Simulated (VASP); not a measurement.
## Si5O: single point with PBE

Si5O:

```
CELL_PARAMETERS angstrom
0.00000 3.51526 3.51526
3.51526 0.00000 3.51526
3.51526 3.51526 0.00000
ATOMIC_POSITIONS crystal
Si 0.75000 0.75000 0.75000
Si 0.37397 0.37397 0.87810
Si 0.37397 0.87810 0.37397
Si 0.37397 0.37397 0.37397
Si 0.87810 0.37397 0.37397
O 0.00000 0.00000 0.00000
```

| Property | Result |
| --- | --- |
| Program | VASP 6.6.1 |
| Task | single point |
| Functional | PBE |
| Potentials or basis | VASP PAW PBE potentials, release 64 (Si, O) |
| Cutoff | 520 eV |
| k mesh | 10 × 10 × 10 |
| Occupations | gaussian, width 0.1 eV |
| Spin | no spin polarisation |

```json
{
 "Pressure": "-0.1 GPa",
 "Band gap on the k mesh": "zero (band 13 reaches 8.52 eV, above the bottom of band 14 at 6.47 eV)"
}
```

Levels at points of the mesh, in eV from the Fermi level:
```
           k point  band 11  band 12  band 13  band 14  band 15  band 16
(0.00, 0.00, 0.00)    -2.39    -2.39    -2.39    -1.57    -1.57     2.53
(0.50, 0.00, 0.00)    -1.16    -1.16     0.22     0.22     0.59     2.50
(0.50, 0.50, 0.00)    -0.40     0.30     0.30     0.70     1.53     1.93
```

Run time: 57 s on 1 thread of AMD EPYC 9R45 96-Core Processor (Zen 5), on a shared host, peak memory 0.23 GiB.
